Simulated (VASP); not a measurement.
# Zn (P6_3/mmc) in VASP: settings compared

Zn is run at these levels: PBE, LDA; tasks: single point.

Program: VASP 6.6.1. These are calculated values, not measurements. Logs are shortened: lines on timing, memory, paths and dates and some standing lists are left out, and cuts for length are marked.

### 1 The cell of the first run

It takes space group P6_3/mmc (No. 194, hexagonal). Conventional cell: a = 2.620 Å, b = 2.620 Å, c = 4.863 Å, α = 90.00°, β = 90.00°, γ = 120.00°. Zn (site symmetry -6m2) has 12 Zn at 2.62 to 2.86 Å within 3.5 Å.

### 2 Single point, PBE (14.45 Å³/atom)

Input file INCAR:

```
ALGO = Normal
EDIFF = 1E-6
ENCUT = 520
GGA = PE
ISIF = 2
ISMEAR = -1
LASPH = True
LCHARG = False
LREAL = False
LWAVE = False
NBANDS = 19
NELM = 100
PREC = Accurate
SIGMA = 0.03
```

Input file KPOINTS:

```
k-points
0
Gamma
  18 18 8
```

Input file POSCAR:

```
Zn
1.0
    2.6196232574      0.0000000000      0.0000000000
   -1.3098116287      2.2686602892      0.0000000000
    0.0000000000      0.0000000000      4.8628414268
Zn
2
Direct
    0.3333333333      0.6666666667      0.2500000000
    0.6666666667      0.3333333333      0.7500000000
```

Potentials or basis: VASP PAW PBE potentials, release 64 (Zn).

The run is started by

```console
$ cat potpaw_PBE.64/Zn/POTCAR > POTCAR
$ mpirun -np 1 vasp_std > vasp.out
```

OUTCAR:

```text
EDIFF = 1E-6
   ENCUT = 520
   GGA = PE
   ISIF = 2
   ISMEAR = -1
   LASPH = True
   LREAL = False
   NELM = 100
   PREC = Accurate

 ion  position               nearest neighbor table
   1  0.333  0.667  0.250-   2 2.86   2 2.86   2 2.86   2 2.86   2 2.86   2 2.86
   2  0.667  0.333  0.750-   1 2.86   1 2.86   1 2.86   1 2.86   1 2.86   1 2.86

  LATTYP: Found a hexagonal cell.
 ALAT       =     2.6196232574
 C/A-ratio  =     1.8563132745

  Lattice vectors:

 A1 = (   2.6196232574,   0.0000000000,   0.0000000000)
 A2 = (  -1.3098116287,   2.2686602892,   0.0000000000)
 A3 = (   0.0000000000,   0.0000000000,   4.8628414268)

Analysis of symmetry for initial positions (statically):
=====================================================================
 Subroutine PRICEL returns:
 Original cell was already a primitive cell.

 Routine SETGRP: Setting up the symmetry group for a
 hexagonal supercell.

 Subroutine GETGRP returns: Found 24 space group operations
 (whereof 12 operations were pure point group operations)
 out of a pool of 24 trial point group operations.

The static configuration has the point symmetry D_3d.
 The point group associated with its full space group is D_6h.

Analysis of symmetry for dynamics (positions and initial velocities):
=====================================================================
 Subroutine PRICEL returns:
 Original cell was already a primitive cell.

 Routine SETGRP: Setting up the symmetry group for a
 hexagonal supercell.

 Subroutine GETGRP returns: Found 24 space group operations
 (whereof 12 operations were pure point group operations)
 out of a pool of 24 trial point group operations.

The dynamic configuration has the point symmetry D_3d.
 The point group associated with its full space group is D_6h.

 Subroutine INISYM returns: Found 24 space group operations
 (whereof 12 operations are pure point group operations),
 and found     1 'primitive' translations

----------------------------------------------------------------------------------------

                                     Primitive cell

  volume of cell :      28.9000

  direct lattice vectors                    reciprocal lattice vectors
     2.619623257  0.000000000  0.000000000     0.381734281  0.220394390  0.000000000
[... 74 lines left out ...]
   NGX,Y,Z   is equivalent  to a cutoff of  12.69, 12.69, 12.31 a.u.
   NGXF,Y,Z  is equivalent  to a cutoff of  25.38, 25.38, 24.61 a.u.
 SYSTEM =  unknown system
   PREC   = accura    normal or accurate (medium, high low for compatibility)
   ISTART =      0    job   : 0-new  1-cont  2-samecut
   ICHARG =      2    charge: 1-file 2-atom 10-const
   ISPIN  =      1    spin polarized calculation?
   LNONCOLLINEAR =      F non collinear calculations
   LSORBIT =      F    spin-orbit coupling
   LASPH  =      T    aspherical Exc in radial PAW
   ENCUT  =  520.0 eV  38.22 Ry    6.18 a.u.   4.87  4.87  9.04*2*pi/ulx,y,z
   NELM   =    100;   NELMIN=  2; NELMDL= -5     # of ELM steps
   EDIFF  = 0.1E-05   stopping-criterion for ELM
   LREAL  =      F    real-space projection
[... 7 lines left out ...]
   TEBEG  =    0.0;   TEEND  =   0.0 temperature during run
   PSTRESS=    0.0 pullay stress
   NELECT =      24.0000    total number of electrons
   NUPDOWN=      -1.0000    fix difference up-down
   EMIN   =  10.00;   EMAX   =-10.00  energy-range for DOS
   EFERMI =   0.00;   METHOD = LEGACY
   ISMEAR =    -1;   SIGMA  =   0.03  broadening in eV -4-tet -1-fermi 0-gaus
   EFERMI_NEDOS =   21; number of points for ismear=-14 and -15
   IALGO  =     38    algorithm
   IMIX   =      4    mixing-type and parameters
     AMIX     =   0.40;   BMIX     =  1.00
     AMIX_MAG =   1.60;   BMIX_MAG =  1.00
  volume/ion in A,a.u.               =      14.45        97.51
  Fermi-wavevector in a.u.,A,eV,Ry     =   1.538789  2.907890 32.216854  2.367872
  Thomas-Fermi vector in A             =   2.645108
   LORBIT       =      0    0 simple, 1 ext, 2 COOP (PROOUT), +10 PAW based schemes
   GGA     = PE    functional components
   LHFCALC =     F    Hartree Fock is set to
   AEXX    =    0.0000 exact exchange contribution
   IVDW    =     0    specifies the selected vdW correction
   LEPSILON=     F    determine dielectric tensor
   LRPA    =     F    only Hartree local field effects (RPA)
 non-spin polarized calculation
  energy-cutoff  :      520.00
  volume of cell :       28.90
 maximum number of plane-waves:       796
 NGX is ok and might be reduce to    20
   NGX =  9   NGY =  9   NGZ = 19

 number of electron      24.0000037 magnetization

 Free energy of the ion-electron system (eV)
  ---------------------------------------------------
  ext. energy  EPLUGINS =         0.00000000
  ---------------------------------------------------
  free energy    TOTEN  =        -2.19639493 eV

  energy without entropy =       -2.19497975  energy(sigma->0) =       -2.19568734

 E-fermi :   3.6441     XC(G=0): -11.8223

 val. band max:        3.6284915469   @ k =   0.3333   0.2778   0.0000
 cond. band min:       3.6946298325   @ k =   0.3333   0.3333   0.1250
 fundamental gap:      0.0661382856
 Fermi energy:         3.6440923861

 k-point     1 :       0.0000    0.0000    0.0000
  band No.  band energies     occupation
      1      -7.3309      2.00000
      2      -5.3654      2.00000
      3      -4.5893      2.00000
      4      -4.3375      2.00000
      5      -4.3375      2.00000
      6      -4.2821      2.00000
[... 505 lines left out ...]
      6      -4.1863      2.00000
[... 11 lines left out ...]
     18      17.0129      0.00000
     19      18.2101      0.00000

 [... further k-points ...]

------------------------ aborting loop because EDIFF is reached ----------------------------------------

  FORCE on cell =-STRESS in cart. coord.  units (eV):
  Direction    XX          YY          ZZ          XY          YZ          ZX
  --------------------------------------------------------------------------------------
  -------------------------------------------------------------------------------------
  Total        0.7943304      0.7943304      0.7378831     -0.0000000      0.0000000      0.0000000
  in kB       44.0365579     44.0365579     40.9071985     -0.0000000      0.0000000      0.0000000
  external PRESSURE =      42.9934381 kB  Pullay stress =       0.0000000 kB

 VOLUME and BASIS-vectors are now :
 -----------------------------------------------------------------------------
  energy-cutoff  :      520.00
  volume of cell :       28.90
      direct lattice vectors                 reciprocal lattice vectors
     2.619623257  0.000000000  0.000000000     0.381734281  0.220394390  0.000000000
    -1.309811629  2.268660289  0.000000000     0.000000000  0.440788780  0.000000000
     0.000000000  0.000000000  4.862841427     0.000000000  0.000000000  0.205641088

 POSITION                                       TOTAL-FORCE (eV/Angst)
 -----------------------------------------------------------------------------------
     -0.00000      1.51244      1.21571        -0.000000     -0.000000      0.000000
      1.30981      0.75622      3.64713         0.000000      0.000000      0.000000
 -----------------------------------------------------------------------------------
    total drift:                               -0.000000      0.000000      0.000000

  FREE ENERGIE OF THE ION-ELECTRON SYSTEM (eV)
  ---------------------------------------------------
  free  energy   TOTEN  =        -2.1963949336 eV

  energy  without entropy=       -2.1949797541  energy(sigma->0) =       -2.19568734
```

OSZICAR:

```text
N       E                     dE             d eps       ncg     rms          rms(c)
DAV:   1     0.111200531869E+03    0.11120E+03   -0.12376E+04  7438   0.203E+03
DAV:   2     0.255718754325E+01   -0.10864E+03   -0.10500E+03  7075   0.295E+02
DAV:   3    -0.240432247477E+01   -0.49615E+01   -0.49423E+01  7834   0.691E+01
DAV:   4    -0.243307647659E+01   -0.28754E-01   -0.28746E-01  7770   0.538E+00
DAV:   5    -0.243311155052E+01   -0.35074E-04   -0.35074E-04  7662   0.171E-01    0.447E+00
DAV:   6    -0.221240221041E+01    0.22071E+00   -0.83517E-01  7811   0.197E+01    0.327E+00
DAV:   7    -0.220152440310E+01    0.10878E-01   -0.28844E-02  8919   0.291E+00    0.167E+00
DAV:   8    -0.219638937833E+01    0.51350E-02   -0.17305E-03  9683   0.659E-01    0.476E-02
DAV:   9    -0.219639191362E+01   -0.25353E-05   -0.23091E-04  9483   0.197E-01    0.347E-02
DAV:  10    -0.219639514869E+01   -0.32351E-05   -0.22578E-05  7407   0.551E-02    0.308E-03
DAV:  11    -0.219639493359E+01    0.21510E-06   -0.78571E-08  4477   0.342E-03
   1 F= -.21963949E+01 E0= -.21956873E+01  d E =-.141518E-02
```

Wall time 98 s (1 thread of Intel Xeon 8259CL, shared host); peak memory 0.2 GiB.

What came out:

```yaml
Free_energy: -2.1964 eV
Pressure: 4.3 GPa
Band_gap_on_the_k_mesh: zero (bands 12 and 13 overlap by 4.65 eV)
```

Stress tensor (GPa, compression positive):
```
4.40 0.00 0.00
0.00 4.40 0.00
0.00 0.00 4.09
```

Levels at points of the mesh, in eV from the Fermi level:
| k point | band 10 | band 11 | band 12 | band 13 | band 14 | band 15 |
| --- | --- | --- | --- | --- | --- | --- |
| (0.00, 0.00, 0.00) | -7.34 | -7.34 | -4.05 | -3.16 | 13.93 | 17.64 |
| (0.50, 0.00, 0.00) | -7.12 | -3.16 | -2.35 | 2.60 | 3.44 | 4.25 |
| (0.00, 0.00, 0.50) | -7.43 | -7.43 | -7.43 | 4.60 | 4.60 | 19.31 |
| (0.50, 0.00, 0.50) | -7.13 | -2.18 | -2.18 | 0.08 | 0.08 | 10.33 |

Caveat: the cell stands under pressure.

### 3 Single point, LDA

This run uses another cell than the first one, of 15.21 Å³/atom.

Input file INCAR:

```
PREC     = Accurate       # precision mode
ENCUT    = 520            # plane-wave cutoff, eV
EDIFF    = 1E-7           # SCF threshold, eV
ISMEAR   = -1             # smearing method
SIGMA    = 0.03           # smearing width, eV
LREAL    = F              # projectors in reciprocal space
LASPH    = T              # aspherical terms in the spheres
NELM     = 100            # most SCF steps
ALGO     = Normal         # electronic algorithm
ISIF     = 2              # what is computed and relaxed
LWAVE    = F              # write WAVECAR
LCHARG   = F              # write CHGCAR
NBANDS   = 19             # bands
```

Input file KPOINTS:

```
Automatic mesh
0
Gamma
  18 18 8
```

Input file POSCAR:

```
Zn
1.0
    2.6647980532      0.0000000000      0.0000000000
   -1.3323990266      2.3077828100      0.0000000000
    0.0000000000      0.0000000000      4.9467000000
Zn
2
Direct
    0.3333333333      0.6666666667      0.2500000000
    0.6666666667      0.3333333333      0.7500000000
```

Potentials or basis: VASP PAW LDA potentials, release 64 (Zn).

The run is started by

```console
$ cat potpaw_LDA.64/Zn/POTCAR > POTCAR
$ mpirun -np 1 vasp_std > vasp.out
```

Wall time 1.7 min (1 thread of Intel Xeon 8259CL, shared host); peak memory 0.2 GiB.

The run converged. Its results:

```
Free energy            : -3.6648 eV
Pressure               : -8.4 GPa
Band gap on the k mesh : zero (bands 12 and 13 overlap by 4.70 eV)
```

Stress tensor (GPa, compression positive):
```
-9.54  0.00  0.00
 0.00 -9.54  0.00
 0.00  0.00 -6.13
```

Levels at points of the mesh, in eV from the Fermi level:
```
           k point  band 9  band 10  band 11  band 12  band 13  band 14  band 15  band 16
(0.00, 0.00, 0.00)   -7.52    -7.31    -7.31    -3.74    -3.24    13.39    17.13    17.13
(0.50, 0.00, 0.00)   -7.14    -7.12    -2.97    -2.34     2.42     3.39     3.85     5.63
(0.00, 0.00, 0.50)   -7.40    -7.40    -7.40    -7.40     4.43     4.43    18.39    18.39
(0.50, 0.00, 0.50)   -7.13    -7.13    -2.00    -2.00    -0.08    -0.08     9.91     9.91
```

Caveat: the cell stands under tension.
